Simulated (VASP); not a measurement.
Input of a VASP 6.6.1 run:

Contents of INCAR:

```
PREC     = Accurate       # precision mode
ENCUT    = 520            # plane-wave cutoff, eV
EDIFF    = 1E-7           # SCF threshold, eV
ISMEAR   = 1              # smearing method
SIGMA    = 0.1            # smearing width, eV
LREAL    = False          # projectors in reciprocal space
LASPH    = True           # aspherical terms in the spheres
NELM     = 100            # most SCF steps
ALGO     = Normal         # electronic algorithm
ISIF     = 2              # what is computed and relaxed
LWAVE    = False          # write WAVECAR
LCHARG   = True           # write CHGCAR
GGA      = RP             # functional
LELF     = True           # ELF
LVHAR    = True         
NBANDS   = 28             # bands
```

KPOINTS

```
Automatic mesh
0
Gamma
  4 4 4
```

Contents of POSCAR:

```
Rb3Sn
1.0
    0.0000000000      4.6585840000      4.6585840000
    4.6585840000      0.0000000000      4.6585840000
    4.6585840000      4.6585840000      0.0000000000
Rb Sn
3 1
Direct
    0.2500000000      0.2500000000      0.2500000000
    0.7500000000      0.7500000000      0.7500000000
    0.5000000000      0.5000000000      0.5000000000
    0.0000000000      0.0000000000      0.0000000000
```

Potentials or basis: VASP PAW PBE potentials, release 64 (Rb_sv, Sn_d).

Command:

```sh
$ cat potpaw_PBE.64/Rb_sv/POTCAR potpaw_PBE.64/Sn_d/POTCAR > POTCAR
$ mpirun -np 1 vasp_std > vasp.out
```

**Question.** Predict the band gap on the k mesh.

**Answer.** Zero (an odd number of electrons rules out a gap without spin polarisation).

**Question.** Estimate the pressure.

**Answer.** 0.6 GPa.

Caveat: the PAW data sets were made with another functional, which shifts forces and pressure a little; spin-orbit coupling is left out, which moves the levels of the heavy elements.
